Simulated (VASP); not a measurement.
Wanted: the native input for a VASP 6.6.1 run.

| Quantity | Value |
| --- | --- |
| Task | single point |
| Functional | PBE |
| Potentials or basis | VASP PAW PBE potentials, release 64 (Ni, Ge_d) |
| Cutoff | 520 eV |
| k mesh | 12 × 12 × 16 |
| Occupations | gaussian, width 0.1 eV |
| Spin | no spin polarisation |
| Dipole correction | no |
| k mesh for the DOS | 18 × 18 × 24 |
| Occupations for the DOS | tetrahedron |
| Further INCAR settings | ALGO = Normal; EDIFF = 1e-06 |

NiGe:

```
Ni Ge
1.0
     3.56507    0.00000    0.00000
    -1.78253    3.08744    0.00000
     0.00000    0.00000    2.64539
Ni Ge
1 1
Direct
  0.00000 0.00000 0.50000
  0.66667 0.33333 0.00000
```

The input as run:

POSCAR

```
NiGe
1.0
    3.5650650995      0.0000000000      0.0000000000
   -1.7825325498      3.0874369423      0.0000000000
    0.0000000000      0.0000000000      2.6453926959
Ni Ge
1 1
Direct
    0.0000000000      0.0000000000      0.5000000000
    0.6666666667      0.3333333333      0.0000000000
```

INCAR.step1

```
SYSTEM = NiGe
PREC = Accurate
ENCUT = 520
EDIFF = 1E-6
ISMEAR = 0
SIGMA = 0.1
LREAL = .False.
LASPH = .True.
NELM = 60
ALGO = Normal
ISIF = 2
LWAVE = .False.
LCHARG = .True.
LMAXMIX = 4
GGA = PE
NBANDS = 19
```

KPOINTS.step1

```
Automatic mesh
0
Gamma
  12 12 16
  0 0 0
```

INCAR.step2

```
SYSTEM = NiGe
PREC = Accurate
ENCUT = 520
EDIFF = 1E-6
ISMEAR = -5
SIGMA = 0.1
LREAL = .False.
LASPH = .True.
NELM = 60
ALGO = Normal
ISIF = 2
LWAVE = .False.
LCHARG = .False.
LMAXMIX = 4
GGA = PE
LORBIT = 11
NEDOS = 1001
ICHARG = 11
```

KPOINTS.step2

```
Automatic mesh
0
Gamma
  18 18 24
  0 0 0
```

Potentials or basis: VASP PAW PBE potentials, release 64 (Ni, Ge_d).

Run with:

```bash
$ cat potpaw_PBE.64/Ni/POTCAR potpaw_PBE.64/Ge_d/POTCAR > POTCAR
$ cp INCAR.step1 INCAR
$ cp KPOINTS.step1 KPOINTS
$ mpirun -np 1 vasp_std > vasp.out
$ cp INCAR.step2 INCAR
$ cp KPOINTS.step2 KPOINTS
$ mpirun -np 1 vasp_std > vasp.out
```

It gave:

| Quantity | Value |
| --- | --- |
| Valence electrons inside the program's atomic spheres | Ni 9.38; Ge 12.40 |

Wall time 4.3 min on 1 thread of Intel Xeon 8259CL, on a shared host, peak memory 0.36 GiB.
